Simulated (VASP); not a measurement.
A run of VASP 6.6.1 is set up as follows.

INCAR

```
SYSTEM = Ge
PREC = Accurate
ENCUT = 520
EDIFF = 1E-8
ISMEAR = -1
SIGMA = 0.05
LREAL = .False.
LASPH = .True.
NELM = 100
ALGO = Normal
ISIF = 2
LWAVE = .False.
LCHARG = .False.
GGA = PE
LEFG = .True.
NBANDS = 21
```

Contents of KPOINTS:

```
regular mesh
0
Gamma
  10 10 10
  0 0 0
```

The input POSCAR:

```
Ge
1.0
    0.0565754000      2.8570577000      2.8570577000
    2.8570577000      0.0565754000      2.8570577000
    2.8570577000      2.8570577000      0.0565754000
Ge
2
Direct
    0.5000000000      0.5000000000      0.5000000000
    0.7500000000      0.7500000000      0.7500000000
```

Potentials or basis: VASP PAW PBE potentials, release 64 (Ge_d).

Run with:

```sh
$ cat potpaw_PBE.64/Ge_d/POTCAR > POTCAR
$ mpirun -np 1 vasp_std > vasp.out
```

(1) Predict the largest force.

(2) What does it give for the pressure?

(3) Predict the band gap on the k mesh.

## Answers

(1) 0.287 eV/Å.

(2) 3.7 GPa.

(3) zero (filled and empty bands touch).

Caveat: the cell differs from its parent crystal (equal xy, yz and zx shear strains of +2 %); without QUAD_EFG the Cq values of the log hold for a quadrupole moment of 1 mb, not for the nuclei.
